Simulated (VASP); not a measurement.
# TaCl3F (P4/mmm) in VASP: single point with PBE

Aim: the single point of TaCl3F with PBE.

All numbers are computed with VASP 6.6.1; they aren't measurements. Logs are shortened: lines on timing, memory, paths and dates and some standing lists are left out, and cuts for length are marked.

**1. The cell of the first run**

It takes space group P4/mmm (No. 123, tetragonal). The conventional cell has a = 4.564 Å, b = 4.564 Å, c = 5.129 Å, α = 90.00°, β = 90.00°, γ = 90.00°. Ta (site symmetry 4/mmm) has 6 Cl at 2.28 to 2.56 Å within 3.0 Å. Cl (site symmetry 4/mmm) has 2 Ta at 2.56 Å and 4 F at 3.23 Å within 3.4 Å. Cl (site symmetry mmm) has 2 Ta at 2.28 Å within 3.0 Å. Within 4.2 Å of F (site symmetry 4/mmm) lie 12 Cl at 3.23 to 3.43 Å and 8 Ta at 4.12 Å.

**2. Single point, PBE**

Input file INCAR:

```
SYSTEM = TaCl3F
PREC = Accurate ; ENCUT = 520
EDIFF = 1E-6 ; ISMEAR = 0
SIGMA = 0.1 ; LREAL = .FALSE.
LASPH = .TRUE. ; NELM = 60
ALGO = Normal ; ISIF = 2
LWAVE = .FALSE. ; LCHARG = .FALSE.
GGA = PE ; NBANDS = 28
```

Input file KPOINTS:

```
regular mesh
0
G
  4 4 4
  0 0 0
```

Input file POSCAR:

```
TaCl3F
1.0
    4.5635181000      0.0000000000      0.0000000000
    0.0000000000      4.5635181000      0.0000000000
    0.0000000000      0.0000000000      5.1287472400
Ta Cl F
1 3 1
Direct
    0.0000000000      0.0000000000      0.0000000000
    0.0000000000      0.0000000000      0.5000000000
    0.0000000000      0.5000000000      0.0000000000
    0.5000000000      0.0000000000      0.0000000000
    0.5000000000      0.5000000000      0.5000000000
```

Potentials or basis: VASP PAW PBE potentials, release 64 (Ta_pv, Cl, F).

Run with:

```
> cat potpaw_PBE.64/Ta_pv/POTCAR potpaw_PBE.64/Cl/POTCAR potpaw_PBE.64/F/POTCAR > POTCAR
> mpirun -np 1 vasp_std > vasp.out
```

OUTCAR:

```text
SYSTEM = TaCl3F
   PREC = Accurate
   ENCUT = 520
   EDIFF = 1E-6
   ISMEAR = 0
   LREAL = .FALSE.
   LASPH = .TRUE.
   NELM = 60
   ISIF = 2
   GGA = PE

 ion  position               nearest neighbor table
   1  0.000  0.000  0.000-   3 2.28   4 2.28   3 2.28   4 2.28   2 2.56   2 2.56
   2  0.000  0.000  0.500-   1 2.56   1 2.56
   3  0.000  0.500  0.000-   1 2.28   1 2.28
   4  0.500  0.000  0.000-   1 2.28   1 2.28
   5  0.500  0.500  0.500-

  LATTYP: Found a simple tetragonal cell.
 ALAT       =     4.5635181000
 C/A-ratio  =     1.1238582005

  Lattice vectors:

 A1 = (   4.5635181000,   0.0000000000,   0.0000000000)
 A2 = (   0.0000000000,   4.5635181000,   0.0000000000)
 A3 = (   0.0000000000,   0.0000000000,   5.1287472400)

Analysis of symmetry for initial positions (statically):
=====================================================================
 Subroutine PRICEL returns:
 Original cell was already a primitive cell.

 Routine SETGRP: Setting up the symmetry group for a
 simple tetragonal supercell.

 Subroutine GETGRP returns: Found 16 space group operations
 (whereof 16 operations were pure point group operations)
 out of a pool of 16 trial point group operations.

The static configuration has the point symmetry D_4h.

Analysis of symmetry for dynamics (positions and initial velocities):
=====================================================================
 Subroutine PRICEL returns:
 Original cell was already a primitive cell.

 Routine SETGRP: Setting up the symmetry group for a
 simple tetragonal supercell.

 Subroutine GETGRP returns: Found 16 space group operations
 (whereof 16 operations were pure point group operations)
 out of a pool of 16 trial point group operations.

The dynamic configuration has the point symmetry D_4h.

 Subroutine INISYM returns: Found 16 space group operations
 (whereof 16 operations are pure point group operations),
 and found     1 'primitive' translations

----------------------------------------------------------------------------------------

                                     Primitive cell

  volume of cell :     106.8097

[... 82 lines left out ...]
   LNONCOLLINEAR =      F non collinear calculations
   LSORBIT =      F    spin-orbit coupling
   LASPH  =      T    aspherical Exc in radial PAW
   ENCUT  =  520.0 eV  38.22 Ry    6.18 a.u.   8.49  8.49  9.54*2*pi/ulx,y,z
   NELM   =     60;   NELMIN=  2; NELMDL= -5     # of ELM steps
   EDIFF  = 0.1E-05   stopping-criterion for ELM
   LREAL  =      F    real-space projection
   EDIFFG = 0.1E-04   stopping-criterion for IOM
   NSW    =      0    number of steps for IOM
   IBRION =     -1    ionic relax: 0-MD 1-quasi-New 2-CG
   NFREE  =      0    steps in history (QN), initial steepest desc. (CG)
   ISIF   =      2    stress and relaxation
   ISYM   =      2    0-nonsym 1-usesym 2-fastsym
   POTIM  = 0.5000    time-step for ionic-motion
   TEBEG  =    0.0;   TEEND  =   0.0 temperature during run
   PSTRESS=    0.0 pullay stress
   NELECT =      39.0000    total number of electrons
   NUPDOWN=      -1.0000    fix difference up-down
   EMIN   =  10.00;   EMAX   =-10.00  energy-range for DOS
   EFERMI =   0.00;   METHOD = LEGACY
   ISMEAR =     0;   SIGMA  =   0.10  broadening in eV -4-tet -1-fermi 0-gaus
   EFERMI_NEDOS =   21; number of points for ismear=-14 and -15
   IALGO  =     38    algorithm
   IMIX   =      4    mixing-type and parameters
     AMIX     =   0.40;   BMIX     =  1.00
     AMIX_MAG =   1.60;   BMIX_MAG =  1.00
  volume/ion in A,a.u.               =      21.36       144.16
  Fermi-wavevector in a.u.,A,eV,Ry     =   1.170108  2.211184 18.628465  1.369154
  Thomas-Fermi vector in A             =   2.306572
   LORBIT       =      0    0 simple, 1 ext, 2 COOP (PROOUT), +10 PAW based schemes
   GGA     = PE    functional components
   LHFCALC =     F    Hartree Fock is set to
   AEXX    =    0.0000 exact exchange contribution
   IVDW    =     0    specifies the selected vdW correction
   LEPSILON=     F    determine dielectric tensor
   LRPA    =     F    only Hartree local field effects (RPA)
 non-spin polarized calculation
 Gauss-broadening in eV      SIGMA  =   0.10
  energy-cutoff  :      520.00
  volume of cell :      106.81
 maximum number of plane-waves:      2888
 NGX is ok and might be reduce to    36
   NGX = 17   NGY = 17   NGZ = 19

 number of electron      39.0000024 magnetization

 Free energy of the ion-electron system (eV)
  ---------------------------------------------------
  ext. energy  EPLUGINS =         0.00000000
  ---------------------------------------------------
  free energy    TOTEN  =       -22.82813118 eV

  energy without entropy =      -22.79373760  energy(sigma->0) =      -22.81093439

 E-fermi :   1.9456     XC(G=0):  -9.0671

 val. band max:        1.9271208211   @ k =   0.0000   0.0000   0.2500
 cond. band min:       2.2276872262   @ k =   0.2500   0.2500   0.0000
 fundamental gap:      0.3005664052
 Fermi energy:         1.9456064023

 k-point     1 :       0.0000    0.0000    0.0000
  band No.  band energies     occupation
      1     -34.4124      2.00000
      2     -34.4124      2.00000
      3     -34.2933      2.00000
      4     -16.7788      2.00000
      5     -15.7613      2.00000
      6     -15.0423      2.00000
[... 547 lines left out ...]
     27       8.6604      0.00000
     28      10.2494      0.00000

------------------------ aborting loop because EDIFF is reached ----------------------------------------

  FORCE on cell =-STRESS in cart. coord.  units (eV):
  Direction    XX          YY          ZZ          XY          YZ          ZX
  --------------------------------------------------------------------------------------
  -------------------------------------------------------------------------------------
  Total        6.2584011      6.2584011     -7.0075329      0.0000000      0.0000000      0.0000000
  in kB       93.8778471     93.8778471   -105.1150448      0.0000000      0.0000000      0.0000000
  external PRESSURE =      27.5468832 kB  Pullay stress =       0.0000000 kB

 VOLUME and BASIS-vectors are now :
 -----------------------------------------------------------------------------
  energy-cutoff  :      520.00
  volume of cell :      106.81
      direct lattice vectors                 reciprocal lattice vectors
     4.563518100  0.000000000  0.000000000     0.219129185  0.000000000  0.000000000
     0.000000000  4.563518100  0.000000000     0.000000000  0.219129185  0.000000000
     0.000000000  0.000000000  5.128747240     0.000000000  0.000000000  0.194979388

 POSITION                                       TOTAL-FORCE (eV/Angst)
 -----------------------------------------------------------------------------------
      0.00000      0.00000      0.00000         0.000000      0.000000      0.000000
      0.00000      0.00000      2.56437         0.000000      0.000000      0.000000
      0.00000      2.28176      0.00000         0.000000      0.000000      0.000000
      2.28176      0.00000      0.00000         0.000000      0.000000      0.000000
      2.28176      2.28176      2.56437         0.000000      0.000000      0.000000
 -----------------------------------------------------------------------------------
    total drift:                                0.000000      0.000000     -0.000000

  FREE ENERGIE OF THE ION-ELECTRON SYSTEM (eV)
  ---------------------------------------------------
  free  energy   TOTEN  =       -22.8281311837 eV

  energy  without entropy=      -22.7937376014  energy(sigma->0) =      -22.81093439
```

Wall time 52 s (1 thread of Intel Xeon Platinum 8488C (Sapphire Rapids), shared host); peak memory 0.24 GiB.

What came out:

| Item | Value |
| --- | --- |
| Free energy | -22.8281 eV |
| Pressure | 2.8 GPa |

Caveat: spin-orbit coupling is left out, which moves the levels of the heavy elements; an odd number of electrons without spin polarisation forces a metal; a magnetic or distorted state may lie lower.
